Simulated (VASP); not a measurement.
# SiC2 (Imma) in VASP: further runs, part 2 of 2

VASP 6.6.1. The steps go on from the part before.

**3. Single point, PBE**

This run uses another cell than the first one, of 10.55 Å³/atom, 1.005 times its volume.

Input file INCAR:

```
SYSTEM = SiC2
ALGO = Normal
EDIFF = 1E-6
ENCUT = 520
GGA = PE
ISIF = 2
ISMEAR = 0
LASPH = .True.
LCHARG = .True.
LELF = .True.
LREAL = .False.
LVHAR = .True.
LWAVE = .False.
NBANDS = 21
NELM = 60
PREC = Accurate
SIGMA = 0.1
```

Input file KPOINTS:

```
k-points
0
Gamma
  6 6 6
  0 0 0
```

Input file POSCAR:

```
SiC2
1.0
   -2.6819476405      3.8115961235      1.5486907068
    2.6819476405     -3.8115961235      1.5486907068
    2.6819476405      3.8115961235     -1.5486907068
Si C
2 4
Direct
    0.0000000000      0.5000000000      0.0000000000
    0.0000000000      0.0000000000      0.5000000000
    1.0249241525      0.9415600875      0.0833640650
    0.3581960224      0.9415600875      0.4166359350
   -0.0249241525      0.0584399125      0.9166359350
    0.6418039776      0.0584399125      0.5833640650
```

Potentials or basis: VASP PAW PBE potentials, release 64 (Si, C).

Command:

```bash
$ cat potpaw_PBE.64/Si/POTCAR potpaw_PBE.64/C/POTCAR > POTCAR
$ mpirun -np 1 vasp_std > vasp.out
```

It took 61 s on 1 thread of Intel Xeon Platinum 8488C (Sapphire Rapids), shared host; peak memory 0.23 GiB.

It converged, with:

```yaml
Free_energy: -42.1227 eV
Pressure: 0.1 GPa
Largest_force: 0.052 eV/Å
Band_gap_on_the_k_mesh: zero (band 12 reaches 8.81 eV, above the bottom of band 13 at 6.11 eV)
```

Forces in eV/Å, atoms in the order of the input:
```
Si   0.000  0.000  0.000
Si   0.000  0.000  0.000
C    0.000  0.049 -0.018
C    0.000 -0.049 -0.018
C    0.000 -0.049  0.018
C    0.000  0.049  0.018
```

Stress tensor (GPa, compression positive):
```
-0.03  0.00  0.00
 0.00  0.31  0.00
 0.00  0.00 -0.01
```

Levels at points of the mesh, in eV from the Fermi level:
```
           k point  band 9  band 10  band 11  band 12  band 13  band 14  band 15  band 16
(0.00, 0.00, 0.00)   -2.64    -1.70    -1.56     1.36     2.60     3.07     3.48     4.15
(0.50, 0.00, 0.00)   -4.95    -3.99    -1.91    -0.79    -0.65     0.01     3.03     5.33
(0.00, 0.50, 0.00)   -3.98    -3.78    -2.64    -1.38     0.56     1.21     3.09     3.09
(0.50, 0.50, 0.00)   -1.79    -1.79    -1.51    -1.51     2.42     2.42     4.04     4.04
(0.50, 0.50, 0.50)   -2.33    -1.91    -0.78     0.52     0.82     1.73     3.04     4.60
```

Caveat: the k points lie up to 0.39 Å⁻¹ apart.

**4. Relaxation of cell and atoms, PBE**

Input file INCAR:

```
SYSTEM = SiC2
  PREC = Accurate
  ENCUT = 600
  EDIFF = 1E-6
  ISMEAR = 0
  SIGMA = 0.1
  LREAL = .False.
  LASPH = .True.
  NELM = 80
  ALGO = Normal
  ISIF = 3
  LWAVE = .False.
  LCHARG = .False.
  GGA = PE
  IBRION = 2
  NSW = 90
  EDIFFG = -0.04
```

Input file KPOINTS:

```
regular mesh
0
Gamma
  6 6 6
  0 0 0
```

Input file POSCAR:

```
SiC2
1.0
   -2.5744144000      3.3806506300      1.8097180300
    2.5744144000     -3.3806506300      1.8097180300
    2.5744144000      3.3806506300     -1.8097180300
Si C
2 4
Direct
    0.0000000000      0.5000000000      0.0000000000
    0.0000000000      0.0000000000      0.5000000000
    0.8824558900      0.8059440100      0.0765118800
    0.2294321300      0.8059440100      0.4234881200
    0.1175441100      0.1940559900      0.9234881200
    0.7705678700      0.1940559900      0.5765118800
```

Command:

```bash
$ cat potpaw_PBE.64/Si/POTCAR potpaw_PBE.64/C/POTCAR > POTCAR
$ mpirun -np 1 vasp_std > vasp.out
```

It took 30 min on 1 thread of Intel Xeon 8259CL, shared host; peak memory 0.27 GiB.

Results (log left out):

- Free energy: -42.1266 eV
- Relaxed volume: 10.58 Å³/atom
- Relaxed cell: a = 4.912 Å, b = 4.912 Å, c = 4.912 Å, α = 113.63°, β = 78.39°, γ = 143.18°
- Space group after relaxing (to 0.05 Å): Imma (No. 74)
- Energy gained by relaxing: 1059.5 meV/atom
- Ionic steps: 31
- Pressure after relaxing: -0.1 GPa
- Largest force after relaxing: 0.037 eV/Å
- Band gap on the k mesh: zero (band 12 reaches 8.78 eV, above the bottom of band 13 at 6.12 eV)

Forces in eV/Å, atoms in the order of the input:
```
Si   0.000  0.000  0.000
Si   0.000  0.000  0.000
C    0.000  0.028  0.025
C    0.000 -0.028  0.025
C    0.000 -0.028 -0.025
C    0.000  0.028 -0.025
```

Stress tensor (GPa, compression positive):
```
-0.16  0.00  0.00
 0.00  0.01  0.00
 0.00  0.00 -0.05
```

Step by step:
```csv
step,energy change (eV),largest force (eV/Å),pressure (GPa),volume (Å³)
1,0.0000,7.0522,28.24,63.00
2,4.8614,36.5042,37.71,79.20
3,-4.3868,2.4567,-12.67,71.54
4,-4.3975,2.6035,-12.87,71.10
5,-3.8060,10.7968,23.98,64.29
6,-4.8227,2.8721,-1.54,68.19
7,-5.3343,2.0829,6.44,64.42
8,-5.3787,1.3222,4.10,65.20
9,-5.7023,1.2982,4.33,65.63
10,-5.8555,3.0526,0.20,66.32
11,-5.8852,2.2999,2.12,66.09
12,-6.1442,0.6538,0.95,66.72
13,-6.2186,1.0042,-0.03,67.34
14,-6.2813,0.3243,-5.86,67.79
15,-6.2856,0.1537,-4.73,67.71
16,-6.3146,0.0798,-2.91,66.67
17,-6.3294,0.0435,-0.55,65.39
18,-6.3296,0.0479,-0.22,65.22
19,-6.3354,0.0574,-0.33,64.99
20,-6.3469,0.3637,-0.59,64.29
21,-6.3349,0.9443,-1.02,62.88
22,-6.3487,0.5107,-0.71,63.94
23,-6.3510,0.4449,-0.55,63.84
24,-6.3556,0.2409,-0.05,63.54
25,-6.3542,0.2012,1.03,62.93
26,-6.3567,0.0793,0.36,63.30
27,-6.3567,0.0715,0.39,63.29
28,-6.3568,0.0626,0.33,63.32
29,-6.3571,0.0404,0.16,63.40
30,-6.3572,0.0514,-0.19,63.57
31,-6.3572,0.0374,-0.07,63.51
```

Final structure:
```cif
data_structure
_symmetry_space_group_name_H-M 'P 1'
_symmetry_Int_Tables_number 1
_cell_length_a 4.9117
_cell_length_b 4.9117
_cell_length_c 4.9117
_cell_angle_alpha 113.631
_cell_angle_beta 78.385
_cell_angle_gamma 143.176
_cell_volume 63.51
loop_
_atom_site_label
_atom_site_type_symbol
_atom_site_fract_x
_atom_site_fract_y
_atom_site_fract_z
_atom_site_occupancy
Si1 Si 0.00000 0.50000 0.00000 1
Si2 Si 0.00000 0.00000 0.50000 1
C1 C 0.02213 0.93894 0.08319 1
C2 C 0.35574 0.93894 0.41681 1
C3 C 0.97787 0.06106 0.91681 1
C4 C 0.64426 0.06106 0.58319 1
```

Levels at points of the mesh, in eV from the Fermi level:
```
           k point  band 9  band 10  band 11  band 12  band 13  band 14  band 15  band 16
(0.00, 0.00, 0.00)   -2.65    -1.73    -1.55     1.33     2.61     3.01     3.45     4.07
(0.50, 0.00, 0.00)   -4.96    -4.00    -1.91    -0.79    -0.63     0.07     2.94     5.31
(0.00, 0.50, 0.00)   -4.02    -3.80    -2.67    -1.44     0.57     1.19     3.08     3.10
(0.50, 0.50, 0.00)   -1.80    -1.80    -1.53    -1.53     2.37     2.37     4.02     4.02
(0.50, 0.50, 0.50)   -2.34    -1.94    -0.79     0.46     0.78     1.73     3.00     4.58
```

**5. Single point, PBE**

This run uses another cell than the first one, of 10.54 Å³/atom, 1.004 times its volume.

Input file INCAR:

```
SYSTEM = SiC2
ALGO = Normal
EDIFF = 1E-7
ENCUT = 520
GGA = PE
ISIF = 2
ISMEAR = 0
LASPH = .True.
LCHARG = .False.
LREAL = .False.
LWAVE = .False.
NBANDS = 21
NELM = 80
PREC = Accurate
SIGMA = 0.1
```

Input file KPOINTS:

```
k-points
0
Gamma
  14 14 14
  0 0 0
```

Input file POSCAR:

```
SiC2
1.0
   -2.6898867847      3.8119624617      1.5422408146
    2.6898867847     -3.8119624617      1.5422408146
    2.6898867847      3.8119624617     -1.5422408146
Si C
2 4
Direct
    0.0000000000      0.5000000000      0.0000000000
    0.0000000000      0.0000000000      0.5000000000
    0.0224673309      0.9393491379      0.0831181929
    0.3562309450      0.9393491379      0.4168818071
    0.9775326691      0.0606508621      0.9168818071
    0.6437690550      0.0606508621      0.5831181929
```

Command:

```bash
$ cat potpaw_PBE.64/Si/POTCAR potpaw_PBE.64/C/POTCAR > POTCAR
$ mpirun -np 1 vasp_std > vasp.out
```

Run time: 20 min. Hardware: 1 thread of Intel Xeon 8259CL, shared host; peak memory 0.56 GiB.

The run converged. Its results:

- Free energy: -42.1376 eV
- Pressure: 0.1 GPa
- Largest force: 0.057 eV/Å
- Band gap on the k mesh: zero (band 12 reaches 8.85 eV, above the bottom of band 13 at 6.00 eV)

Forces on the atoms (eV/Å):
```
Si   0.000  0.000  0.000
Si   0.000  0.000  0.000
C    0.000  0.054 -0.019
C    0.000 -0.054 -0.019
C    0.000 -0.054  0.019
C    0.000  0.054  0.019
```

Stress tensor (GPa, compression positive):
```
-0.03  0.00  0.00
 0.00  0.28  0.00
 0.00  0.00 -0.02
```

Levels at points of the mesh, in eV from the Fermi level:
| k point | band 8 | band 9 | band 10 | band 11 | band 12 | band 13 | band 14 | band 15 | band 16 | band 17 |
| --- | --- | --- | --- | --- | --- | --- | --- | --- | --- | --- |
| (0.00, 0.00, 0.00) | -2.90 | -2.66 | -1.68 | -1.52 | 1.37 | 2.68 | 3.05 | 3.46 | 4.12 | 6.44 |
| (0.50, 0.00, 0.00) | -5.28 | -4.98 | -4.00 | -1.93 | -0.79 | -0.68 | 0.02 | 2.91 | 5.31 | 5.92 |
| (0.00, 0.50, 0.00) | -4.41 | -4.02 | -3.80 | -2.69 | -1.43 | 0.56 | 1.14 | 3.06 | 3.06 | 3.29 |
| (0.50, 0.50, 0.00) | -4.53 | -1.76 | -1.76 | -1.55 | -1.55 | 2.44 | 2.44 | 4.03 | 4.03 | 5.70 |
| (0.50, 0.50, 0.50) | -2.62 | -2.36 | -1.94 | -0.77 | 0.56 | 0.80 | 1.66 | 3.00 | 4.60 | 5.38 |

**6. Overview**

```csv
task,cell,k mesh,cutoff (eV),gap on the mesh (eV),pressure (GPa),largest force (eV/Å)
single point,"a = 4.619 Å, angles 112.2, 85.9, 133.9°, 6 atoms",6 × 6 × 6,520,none,28.4,7.05
single point,"a = 4.911 Å, angles 113.8, 78.2, 143.2°, 6 atoms",6 × 6 × 6,520,none,0.1,0.05
relaxation of cell and atoms,"relaxed from a = 4.619 Å, angles 112.2, 85.9, 133.9°, 6 atoms",6 × 6 × 6,600,none,-0.1,0.04
single point,"a = 4.914 Å, angles 113.6, 78.2, 143.4°, 6 atoms",14 × 14 × 14,520,none,0.1,0.06
```

Alike in all rows: level PBE; potentials or basis VASP PAW PBE potentials, release 64 (Si, C); no spin polarisation; smearing gaussian 0.1 eV.

Caveats: some runs use coarse meshes; forces of over 1 eV/Å act on the atoms, so gaps and moduli don't describe the material at rest (some runs).

Absolute energies hang on the potentials; compare differences alone.
